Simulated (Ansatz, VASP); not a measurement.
**SiO2 in VASP and in Ansatz**

Contents of INCAR:

```
SYSTEM = SiO2
PREC = Accurate
ENCUT = 520
EDIFF = 1E-6
ISMEAR = 0
SIGMA = 0.05
LREAL = .False.
LASPH = .True.
NELM = 80
ALGO = Normal
ISIF = 2
LWAVE = .False.
LCHARG = .False.
GGA = PE
NBANDS = 25
```

The input KPOINTS:

```
regular mesh
0
Gamma
  6 6 8
  0 0 0
```

Contents of POSCAR:

```
SiO2
1.0
    4.1723000000      0.0000000000      0.0000000000
    0.0000000000      4.1723000000      0.0000000000
    0.0000000000      0.0000000000      2.4477000000
Si O
2 4
Direct
    0.5000000000      0.5000000000      0.5000000000
    0.0000000000      0.0000000000      0.0000000000
    0.6930127928      0.6930127928      0.0000000000
    0.1930127928      0.8069872072      0.5000000000
    0.3069872072      0.3069872072      0.0000000000
    0.8069872072      0.1930127928      0.5000000000
```

Input for Ansatz:

```yaml
crystal:
  lattice:
    - [4.1723, 0.0, 0.0]
    - [0.0, 4.1723, 0.0]
    - [0.0, 0.0, 2.4477]
  atoms:
    - { symbol: Si, position: [0.5, 0.5, 0.5] }
    - { symbol: Si, position: [0.0, 0.0, 0.0] }
    - { symbol: O, position: [0.6930127928, 0.6930127928, 0.0] }
    - { symbol: O, position: [0.1930127928, 0.8069872072, 0.5] }
    - { symbol: O, position: [0.3069872072, 0.3069872072, 0.0] }
    - { symbol: O, position: [0.8069872072, 0.1930127928, 0.5] }
basis:
  ecutwfc: 520.0
kpoints:
  mp_grid: { grid: [6, 6, 8] }
hamiltonian:
  xc: pbe
  pseudopotentials: { kind: paw, azcp: { folder: soft_1 } }
scf:
  occupations: { method: gaussian, width: 0.05 }
output:
  forces: true
  stress: true
  eigenvalues: true
```

Alike in both runs: task single point; functional PBE; k mesh 6 × 6 × 8; occupations gaussian, width 0.05 eV; no spin polarisation.

|  | VASP | Ansatz |
| --- | --- | --- |
| version | VASP 6.6.1 | Ansatz 0.2.0 |
| potentials or method | VASP PAW PBE potentials, release 64 (Si, O), cutoff 520 eV | scalar-relativistic, plane waves, PAW |
| valence electrons in the cell | 32 | 32 |

|  | VASP | Ansatz | Ansatz less VASP |
| --- | --- | --- | --- |
| gap on the k mesh at the Fermi level (eV) | 7.51 | 7.53 | +0.020 |
| least direct gap on the mesh (eV) | 7.51 | 7.53 | +0.020 |
| rms of the force components (eV/Å) | 0.416 | 0.389 | -0.0269 |

Atom by atom the forces differ by 0.027 eV/Å (rms over components). The functional is the same, so the differences come from potentials, cutoffs and numerics.
